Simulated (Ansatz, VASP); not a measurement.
**Two plane-wave programs on Ta2NbO2**

INCAR

```
SYSTEM = Ta2NbO2
ALGO = Normal
EDIFF = 1E-6
EDIFFG = -0.04
ENCUT = 600
GGA = PE
IBRION = 2
ISIF = 3
ISMEAR = 0
LASPH = .TRUE.
LCHARG = .FALSE.
LREAL = .FALSE.
LWAVE = .FALSE.
NELM = 80
NSW = 90
PREC = Accurate
SIGMA = 0.1
```

File KPOINTS:

```
k-points
0
G
  6 6 6
  0 0 0
```

POSCAR

```
Ta2NbO2
1.0
    4.6921091600      0.0000000000      0.0000000000
   -2.3460545800      4.0634857300      0.0000000000
    0.0000000000      0.0000000000      3.5857735900
Ta Nb O
2 1 2
Direct
    0.3333333300      0.6666666700      0.5000000000
    0.6666666700      0.3333333300      0.5000000000
    0.0000000000      0.0000000000      0.0000000000
    0.3333333300      0.6666666700      0.0000000000
    0.6666666700      0.3333333300      0.0000000000
```

Input for Ansatz:

```yaml
crystal:
  lattice:
    - [4.69210916, 0.0, 0.0]
    - [-2.34605458, 4.06348573, 0.0]
    - [0.0, 0.0, 3.58577359]
  atoms:
    - { symbol: Ta, position: [0.33333333, 0.66666667, 0.5] }
    - { symbol: Ta, position: [0.66666667, 0.33333333, 0.5] }
    - { symbol: Nb, position: [0.0, 0.0, 0.0] }
    - { symbol: O, position: [0.33333333, 0.66666667, 0.0] }
    - { symbol: O, position: [0.66666667, 0.33333333, 0.0] }
basis:
  ecutwfc: 420
kpoints:
  mp_grid: { grid: [6, 6, 6] }
hamiltonian:
  xc: pbe
scf:
  occupations: { method: gaussian, width: 0.1 }
  lower_state_search: "off"
output:
  forces: true
  stress: true
  eigenvalues: true
relax:
  adjacent_minimum: "off"
  f_tol: 0.04
  max_steps: 70
  cell: { stress_tol: 0.4 }
```

Alike in both runs: task relaxation of cell and atoms; functional PBE; k mesh 6 × 6 × 6; occupations gaussian, width 0.1 eV; no spin polarisation.

```csv
,VASP,Ansatz
version,VASP 6.6.1,Ansatz 0.2.0
potentials or method,"VASP PAW PBE potentials, release 64 (Ta_pv, Nb_sv, O), cutoff 600 eV","scalar-relativistic, plane waves, PAW"
valence electrons in the cell,47,51
```

```tsv
	VASP	Ansatz	Ansatz less VASP
gap on the k mesh at the Fermi level, each at its own relaxed structure (eV)	none	none	-
relaxed volume (Å³/atom)	14.52	14.53	+0.012
relaxed length of the cell vector where the two differ most in proportion (Å)	3.978	3.971	-0.0063
```

A gap of «none» marks a metal or a gap that the smearing closes. VASP's potentials hold 47 valence electrons a cell and Ansatz's 51, so a difference there can come from the potentials and not from the codes.

Neither program's run includes spin-orbit coupling.
